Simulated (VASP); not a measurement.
# NaCl (Pm-3m) in VASP: a series of runs

NaCl is run at these levels: revPBE, PBEsol; tasks: single point.

Everything below comes from runs of VASP 6.6.1. Logs are shortened: lines on timing, memory, paths and dates and some standing lists are left out, and cuts for length are marked.

### Step 1. The cell of the first run

It takes space group Pm-3m (No. 221, cubic). The conventional cell has a = 2.860 Å, b = 2.860 Å, c = 2.860 Å, α = 90.00°, β = 90.00°, γ = 90.00°. Within 3.3 Å of Na (site symmetry m-3m) lie 8 Cl at 2.48 Å and 6 Na at 2.86 Å. Cl (site symmetry m-3m) has 8 Na at 2.48 Å and 6 Cl at 2.86 Å within 3.3 Å.

### Step 2. Single point, revPBE

File INCAR:

```
  PREC = Accurate
  ENCUT = 520
  EDIFF = 1E-6
  ISMEAR = 0
  SIGMA = 0.01
  LREAL = False
  LASPH = True
  NELM = 80
  ALGO = Normal
  ISIF = 2
  LWAVE = False
  LCHARG = False
  GGA = RE
  NBANDS = 14
```

File KPOINTS:

```
Automatic mesh
0
Gamma
  7 7 7
```

File POSCAR:

```
NaCl
1.0
    2.8600000000      0.0000000000      0.0000000000
    0.0000000000      2.8600000000      0.0000000000
    0.0000000000      0.0000000000      2.8600000000
Na Cl
1 1
Direct
    0.0000000000      0.0000000000      0.0000000000
    0.5000000000      0.5000000000      0.5000000000
```

Potentials or basis: VASP PAW PBE potentials, release 64 (Na_pv, Cl).

On the command line:

```
cat potpaw_PBE.64/Na_pv/POTCAR potpaw_PBE.64/Cl/POTCAR > POTCAR
mpirun -np 1 vasp_std > vasp.out
```

OUTCAR:

```text
PREC = Accurate
   ENCUT = 520
   EDIFF = 1E-6
   ISMEAR = 0
   LREAL = False
   LASPH = True
   NELM = 80
   ISIF = 2
   GGA = RE

 ion  position               nearest neighbor table
   1  0.000  0.000  0.000-   2 2.48   2 2.48   2 2.48   2 2.48   2 2.48   2 2.48   2 2.48   2 2.48

   2  0.500  0.500  0.500-   1 2.48   1 2.48   1 2.48   1 2.48   1 2.48   1 2.48   1 2.48   1 2.48

  LATTYP: Found a simple cubic cell.
 ALAT       =     2.8600000000

  Lattice vectors:

 A1 = (   2.8600000000,   0.0000000000,   0.0000000000)
 A2 = (   0.0000000000,   2.8600000000,   0.0000000000)
 A3 = (   0.0000000000,   0.0000000000,   2.8600000000)

Analysis of symmetry for initial positions (statically):
=====================================================================
 Subroutine PRICEL returns:
 Original cell was already a primitive cell.

 Routine SETGRP: Setting up the symmetry group for a
 simple cubic supercell.

 Subroutine GETGRP returns: Found 48 space group operations
 (whereof 48 operations were pure point group operations)
 out of a pool of 48 trial point group operations.

The static configuration has the point symmetry O_h .

Analysis of symmetry for dynamics (positions and initial velocities):
=====================================================================
 Subroutine PRICEL returns:
 Original cell was already a primitive cell.

 Routine SETGRP: Setting up the symmetry group for a
 simple cubic supercell.

 Subroutine GETGRP returns: Found 48 space group operations
 (whereof 48 operations were pure point group operations)
 out of a pool of 48 trial point group operations.

The dynamic configuration has the point symmetry O_h .

 Subroutine INISYM returns: Found 48 space group operations
 (whereof 48 operations are pure point group operations),
 and found     1 'primitive' translations

----------------------------------------------------------------------------------------

                                     Primitive cell

  volume of cell :      23.3937

  direct lattice vectors                    reciprocal lattice vectors
     2.860000000  0.000000000  0.000000000     0.349650350  0.000000000  0.000000000
     0.000000000  2.860000000  0.000000000     0.000000000  0.349650350  0.000000000
     0.000000000  0.000000000  2.860000000     0.000000000  0.000000000  0.349650350

  length of vectors
     2.860000000  2.860000000  2.860000000     0.349650350  0.349650350  0.349650350

  position of ions in fractional coordinates (direct lattice)
     0.000000000  0.000000000  0.000000000
     0.500000000  0.500000000  0.500000000

  ion indices of the primitive-cell ions
   primitive index   ion index
                 1           1
                 2           2

----------------------------------------------------------------------------------------

 KPOINTS: Automatic mesh

Automatic generation of k-mesh.
 Grid dimensions read from file:
 generate k-points for:    7    7    7

 Generating k-lattice:

  Cartesian coordinates                     Fractional coordinates (reciprocal lattice)
     0.049950050  0.000000000  0.000000000     0.142857143  0.000000000  0.000000000
     0.000000000  0.049950050  0.000000000     0.000000000  0.142857143  0.000000000
     0.000000000  0.000000000  0.049950050     0.000000000  0.000000000  0.142857143

  Length of vectors
     0.049950050  0.049950050  0.049950050

  Shift w.r.t. Gamma in fractional coordinates (k-lattice)
     0.000000000  0.000000000  0.000000000

 Subroutine IBZKPT returns following result:
 ===========================================

 Found     20 irreducible k-points:

 Following reciprocal coordinates:
            Coordinates               Weight
  0.000000  0.000000  0.000000      1.000000
  0.142857  0.000000  0.000000      6.000000
  0.285714  0.000000  0.000000      6.000000
  0.428571  0.000000  0.000000      6.000000
  0.142857  0.142857  0.000000     12.000000
  0.285714  0.142857  0.000000     24.000000
[... 12 lines left out ...]
  0.428571  0.428571  0.285714     24.000000
  0.428571  0.428571  0.428571      8.000000
   k-points           NKPTS =     20   k-points in BZ     NKDIM =     20   number of bands    NBANDS=     14
   number of dos      NEDOS =    301   number of ions     NIONS =      2
   total plane-waves  NPLWV =  13824
   dimension x,y,z NGX =    24 NGY =   24 NGZ =   24
   dimension x,y,z NGXF=    48 NGYF=   48 NGZF=   48
   ions per type =               1   1
   NGX,Y,Z   is equivalent  to a cutoff of  13.95, 13.95, 13.95 a.u.
   NGXF,Y,Z  is equivalent  to a cutoff of  27.90, 27.90, 27.90 a.u.
 SYSTEM =  unknown system
   PREC   = accura    normal or accurate (medium, high low for compatibility)
   ISTART =      0    job   : 0-new  1-cont  2-samecut
   ICHARG =      2    charge: 1-file 2-atom 10-const
   ISPIN  =      1    spin polarized calculation?
   LNONCOLLINEAR =      F non collinear calculations
   LSORBIT =      F    spin-orbit coupling
   LASPH  =      T    aspherical Exc in radial PAW
   ENCUT  =  520.0 eV  38.22 Ry    6.18 a.u.   5.32  5.32  5.32*2*pi/ulx,y,z
   NELM   =     80;   NELMIN=  2; NELMDL= -5     # of ELM steps
   EDIFF  = 0.1E-05   stopping-criterion for ELM
   LREAL  =      F    real-space projection
   EDIFFG = 0.1E-04   stopping-criterion for IOM
   NSW    =      0    number of steps for IOM
   IBRION =     -1    ionic relax: 0-MD 1-quasi-New 2-CG
   NFREE  =      0    steps in history (QN), initial steepest desc. (CG)
   ISIF   =      2    stress and relaxation
   ISYM   =      2    0-nonsym 1-usesym 2-fastsym
   POTIM  = 0.5000    time-step for ionic-motion
   TEBEG  =    0.0;   TEEND  =   0.0 temperature during run
   PSTRESS=    0.0 pullay stress
   NELECT =      14.0000    total number of electrons
   NUPDOWN=      -1.0000    fix difference up-down
   EMIN   =  10.00;   EMAX   =-10.00  energy-range for DOS
   EFERMI =   0.00;   METHOD = LEGACY
   ISMEAR =     0;   SIGMA  =   0.01  broadening in eV -4-tet -1-fermi 0-gaus
   EFERMI_NEDOS =   21; number of points for ismear=-14 and -15
   IALGO  =     38    algorithm
   IMIX   =      4    mixing-type and parameters
     AMIX     =   0.40;   BMIX     =  1.00
     AMIX_MAG =   1.60;   BMIX_MAG =  1.00
  volume/ion in A,a.u.               =      11.70        78.93
  Fermi-wavevector in a.u.,A,eV,Ry     =   1.379595  2.607056 25.895713  1.903281
  Thomas-Fermi vector in A             =   2.504550
   LORBIT       =      0    0 simple, 1 ext, 2 COOP (PROOUT), +10 PAW based schemes
   GGA     = RE    functional components
   LHFCALC =     F    Hartree Fock is set to
   AEXX    =    0.0000 exact exchange contribution
   IVDW    =     0    specifies the selected vdW correction
   LEPSILON=     F    determine dielectric tensor
   LRPA    =     F    only Hartree local field effects (RPA)
 non-spin polarized calculation
 Gauss-broadening in eV      SIGMA  =   0.01
  energy-cutoff  :      520.00
  volume of cell :       23.39
 maximum number of plane-waves:       642
 NGX is ok and might be reduce to    24
   NGX = 11   NGY = 11   NGZ = 11

 number of electron      13.9999997 magnetization

 Free energy of the ion-electron system (eV)
  ---------------------------------------------------
  ext. energy  EPLUGINS =         0.00000000
  ---------------------------------------------------
  free energy    TOTEN  =        -3.54046626 eV

  energy without entropy =       -3.54046626  energy(sigma->0) =       -3.54046626

 E-fermi :   6.9214     XC(G=0): -11.1745

 val. band max:        6.7935648222   @ k =   0.4286   0.4286   0.0000
 cond. band min:      11.9300206478   @ k =   0.4286   0.4286   0.0000
 fundamental gap:      5.1364558255
 Fermi energy:         6.9213599007

 k-point     1 :       0.0000    0.0000    0.0000
  band No.  band energies     occupation
      1     -15.7948      2.00000
      2     -15.7948      2.00000
      3     -15.7948      2.00000
      4     -10.0825      2.00000
      5       5.6313      2.00000
      6       5.6313      2.00000
      7       5.6313      2.00000
      8      13.6463      0.00000
      9      13.6463      0.00000
     10      14.5364      0.00000
     11      24.7166      0.00000
     12      24.7166      0.00000
     13      24.7166      0.00000
     14      29.6230      0.00000

 k-point     2 :       0.1429    0.0000    0.0000
  band No.  band energies     occupation
      1     -15.8815      2.00000
      2     -15.7881      2.00000
      3     -15.7881      2.00000
      4      -9.8183      2.00000
      5       4.1967      2.00000
      6       5.7135      2.00000
      7       5.7135      2.00000
      8      13.9622      0.00000
      9      14.4323      0.00000
     10      16.0047      0.00000
     11      23.2188      0.00000
     12      23.2188      0.00000
     13      24.9376      0.00000
     14      27.6712      0.00000

 k-point     3 :       0.2857    0.0000    0.0000
  band No.  band energies     occupation
      1     -16.0640      2.00000
      2     -15.7731      2.00000
      3     -15.7731      2.00000
      4      -9.1657      2.00000
      5       1.8504      2.00000
      6       5.9089      2.00000
      7       5.9089      2.00000
      8      14.8512      0.00000
      9      15.3196      0.00000
     10      19.3693      0.00000
     11      21.1083      0.00000
     12      21.1083      0.00000
     13      24.0061      0.00000
     14      25.5071      0.00000

 k-point     4 :       0.4286    0.0000    0.0000
  band No.  band energies     occupation
      1     -16.2003      2.00000
      2     -15.7609      2.00000
      3     -15.7609      2.00000
      4      -8.5466      2.00000
      5       0.2648      2.00000
      6       6.0779      2.00000
      7       6.0779      2.00000
      8      15.9510      0.00000
      9      16.1773      0.00000
     10      19.8621      0.00000
     11      19.8621      0.00000
     12      20.8849      0.00000
     13      21.4874      0.00000
     14      26.0719      0.00000

 k-point     5 :       0.1429    0.1429    0.0000
  band No.  band energies     occupation
      1     -15.8955      2.00000
      2     -15.8414      2.00000
      3     -15.7817      2.00000
      4      -9.5783      2.00000
      5       4.2458      2.00000
      6       4.4112      2.00000
      7       5.8040      2.00000
      8      14.4729      0.00000
      9      15.8979      0.00000
     10      16.3824      0.00000
     11      21.5151      0.00000
[... 208 lines left out ...]
 k-point    18 :       0.4286    0.2857    0.2857
  band No.  band energies     occupation
      1     -16.0323      2.00000
      2     -15.9176      2.00000
      3     -15.8923      2.00000
      4      -7.5360      2.00000
      5       1.6536      2.00000
      6       3.2549      2.00000
      7       3.4992      2.00000
      8      14.2690      0.00000
      9      14.7215      0.00000
     10      16.4372      0.00000
     11      22.5796      0.00000
     12      23.2305      0.00000
     13      26.8886      0.00000
     14      28.1512      0.00000

 k-point    19 :       0.4286    0.4286    0.2857
  band No.  band energies     occupation
      1     -15.9986      2.00000
      2     -15.9896      2.00000
      3     -15.8849      2.00000
      4      -7.1532      2.00000
      5       2.0154      2.00000
      6       2.0160      2.00000
      7       3.6488      2.00000
      8      12.9240      0.00000
      9      15.0185      0.00000
     10      15.0705      0.00000
     11      23.3078      0.00000
     12      26.6326      0.00000
     13      26.9926      0.00000
     14      27.7689      0.00000

 k-point    20 :       0.4286    0.4286    0.4286
  band No.  band energies     occupation
      1     -15.9733      2.00000
      2     -15.9655      2.00000
      3     -15.9655      2.00000
      4      -6.7128      2.00000
      5       2.2252      2.00000
      6       2.2252      2.00000
      7       2.3065      2.00000
      8      13.5005      0.00000
      9      13.6607      0.00000
     10      13.6607      0.00000
     11      24.9510      0.00000
     12      27.6693      0.00000
     13      27.6693      0.00000
     14      28.9987      0.00000

------------------------ aborting loop because EDIFF is reached ----------------------------------------

  FORCE on cell =-STRESS in cart. coord.  units (eV):
  Direction    XX          YY          ZZ          XY          YZ          ZX
  --------------------------------------------------------------------------------------
  -------------------------------------------------------------------------------------
  Total       10.0828309     10.0828309     10.0828309     -0.0000000      0.0000000     -0.0000000
  in kB      690.5497401    690.5497401    690.5497401     -0.0000000      0.0000000     -0.0000000
  external PRESSURE =     690.5497401 kB  Pullay stress =       0.0000000 kB

 VOLUME and BASIS-vectors are now :
 -----------------------------------------------------------------------------
  energy-cutoff  :      520.00
  volume of cell :       23.39
      direct lattice vectors                 reciprocal lattice vectors
     2.860000000  0.000000000  0.000000000     0.349650350  0.000000000  0.000000000
     0.000000000  2.860000000  0.000000000     0.000000000  0.349650350  0.000000000
     0.000000000  0.000000000  2.860000000     0.000000000  0.000000000  0.349650350

 POSITION                                       TOTAL-FORCE (eV/Angst)
 -----------------------------------------------------------------------------------
      0.00000      0.00000      0.00000         0.000000      0.000000      0.000000
      1.43000      1.43000      1.43000         0.000000      0.000000      0.000000
 -----------------------------------------------------------------------------------
    total drift:                                0.000000     -0.000000     -0.000000

  FREE ENERGIE OF THE ION-ELECTRON SYSTEM (eV)
  ---------------------------------------------------
  free  energy   TOTEN  =        -3.5404662605 eV

  energy  without entropy=       -3.5404662605  energy(sigma->0) =       -3.54046626
```

It took 5.4 s on 1 thread of AMD EPYC 7R13 (Zen 3), shared host; peak memory 0.1 GiB.

Results:

- Free energy: -3.5405 eV
- Pressure: 69.1 GPa
- Band gap on the k mesh: 5.14 eV, direct

Caveat: the PAW data sets were made with another functional, which shifts forces and pressure a little.

### Step 3. Single point, PBEsol

File INCAR:

```
PREC     = Accurate       # precision mode
ENCUT    = 520            # plane-wave cutoff, eV
EDIFF    = 1E-7           # SCF threshold, eV
ISMEAR   = 0              # smearing method
SIGMA    = 0.01           # smearing width, eV
LREAL    = F              # projectors in reciprocal space
LASPH    = T              # aspherical terms in the spheres
NELM     = 60             # most SCF steps
ALGO     = Normal         # electronic algorithm
ISIF     = 2              # what is computed and relaxed
LWAVE    = F              # write WAVECAR
LCHARG   = T              # write CHGCAR
GGA      = PS             # functional
LELF     = T              # ELF
LVHAR    = T            
NBANDS   = 14             # bands
```

File KPOINTS:

```
regular mesh
0
Gamma
  7 7 7
```

POSCAR is that of step 2.

Potentials or basis: VASP PAW PBE potentials, release 64 (Na_pv, Cl).

On the command line:

```
cat potpaw_PBE.64/Na_pv/POTCAR potpaw_PBE.64/Cl/POTCAR > POTCAR
mpirun -np 1 vasp_std > vasp.out
```

OUTCAR:

```text
PREC = Accurate
   ENCUT = 520
   EDIFF = 1E-7
   ISMEAR = 0
   LREAL = F
   LASPH = T
   NELM = 60
   ISIF = 2
   GGA = PS

 ion  position               nearest neighbor table
   1  0.000  0.000  0.000-   2 2.48   2 2.48   2 2.48   2 2.48   2 2.48   2 2.48   2 2.48   2 2.48

   2  0.500  0.500  0.500-   1 2.48   1 2.48   1 2.48   1 2.48   1 2.48   1 2.48   1 2.48   1 2.48

  LATTYP: Found a simple cubic cell.
 ALAT       =     2.8600000000

  Lattice vectors:
[... 520 lines left out ...]
     14      28.5064      0.00000

------------------------ aborting loop because EDIFF is reached ----------------------------------------

  FORCE on cell =-STRESS in cart. coord.  units (eV):
  Direction    XX          YY          ZZ          XY          YZ          ZX
  --------------------------------------------------------------------------------------
  -------------------------------------------------------------------------------------
  Total        8.7735490      8.7735490      8.7735490      0.0000000      0.0000000     -0.0000000
  in kB      600.8800536    600.8800536    600.8800536      0.0000000      0.0000000     -0.0000000
  external PRESSURE =     600.8800536 kB  Pullay stress =       0.0000000 kB

 VOLUME and BASIS-vectors are now :
 -----------------------------------------------------------------------------
  energy-cutoff  :      520.00
  volume of cell :       23.39
      direct lattice vectors                 reciprocal lattice vectors
     2.860000000  0.000000000  0.000000000     0.349650350  0.000000000  0.000000000
     0.000000000  2.860000000  0.000000000     0.000000000  0.349650350  0.000000000
     0.000000000  0.000000000  2.860000000     0.000000000  0.000000000  0.349650350

 POSITION                                       TOTAL-FORCE (eV/Angst)
 -----------------------------------------------------------------------------------
      0.00000      0.00000      0.00000         0.000000      0.000000      0.000000
      1.43000      1.43000      1.43000         0.000000      0.000000      0.000000
 -----------------------------------------------------------------------------------
    total drift:                               -0.000000     -0.000000     -0.000000

  FREE ENERGIE OF THE ION-ELECTRON SYSTEM (eV)
  ---------------------------------------------------
  free  energy   TOTEN  =        -4.7791334188 eV

  energy  without entropy=       -4.7791334188  energy(sigma->0) =       -4.77913342
```

Run time: 6 s. Hardware: 1 thread of AMD EPYC 7R13 (Zen 3), shared host; peak memory 0.1 GiB.

What came out:

```yaml
Free_energy: -4.7791 eV
Pressure: 60.1 GPa
Band_gap_on_the_k_mesh: 4.78 eV, direct
```

Caveat: the PAW data sets were made with another functional, which shifts forces and pressure a little.
